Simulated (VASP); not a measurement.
Runs of VASP 6.6.1 on Te. The structure is that of space group Pm-3m (No. 221), or close to it. The cells are those of the table. 

```tsv
cell	gap on the mesh (eV)	pressure (GPa)
a = 3.112 Å, angles 91.7°, 1 atom	none	5.0
a = 3.111 Å, angles 88.6°, 1 atom	none	5.1
a = 3.111 Å, angles 90.7°, 1 atom	none	5.1
a = 3.140 Å, angles 89.7°, 1 atom	none	(a)
a = 3.141 Å, angles 88.6°, 1 atom	none	3.1
```

Alike in all rows: task single point; level PBE; potentials or basis VASP PAW PBE potentials, release 64 (Te); no spin polarisation; k mesh 15 × 15 × 15; cutoff (eV) 520; smearing gaussian 0.15 eV.

Task: Estimate the missing entries.

Result: (a) 3.2.

Caveats: spin-orbit coupling is left out, which moves the levels of the heavy elements.

A k mesh can miss the band edges, and the runs leave out spin-orbit coupling on Te.

A gap of «none» marks levels without a gap at the run's occupations.
